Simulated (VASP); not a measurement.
Input of a VASP 6.6.1 run:

Contents of INCAR:

```
SYSTEM = NiO
PREC = Accurate
ENCUT = 520
EDIFF = 1E-6
ISMEAR = -1
SIGMA = 0.03
LREAL = .False.
LASPH = .True.
NELM = 150
ALGO = Normal
ISIF = 2
LWAVE = .False.
LCHARG = .True.
ISPIN = 2
MAGMOM = 0 0.2
LORBIT = 11
LMAXMIX = 4
GGA = PE
LELF = .True.
LVHAR = .True.
NBANDS = 19
```

File KPOINTS:

```
Automatic mesh
0
Gamma
  10 10 10
  0 0 0
```

File POSCAR:

```
NiO
1.0
    0.0000000000      2.0893000000      2.0893000000
    2.0893000000      0.0000000000      2.0893000000
    2.0893000000      2.0893000000      0.0000000000
O Ni
1 1
Direct
    0.5000000000      0.5000000000      0.5000000000
    0.0000000000      0.0000000000      0.0000000000
```

Potentials or basis: VASP PAW PBE potentials, release 64 (O, Ni).

The run is started by

```console
$ cat potpaw_PBE.64/O/POTCAR potpaw_PBE.64/Ni/POTCAR > POTCAR
$ mpirun -np 1 vasp_std > vasp.out
```

(1) What does it give for the pressure?

(2) Predict the net moment.

(3) What does it give for the site moments?

Answers

(1) -2.9 GPa.

(2) 0.07 μB per cell.

(3) O +0.01; Ni +0.07 μB.
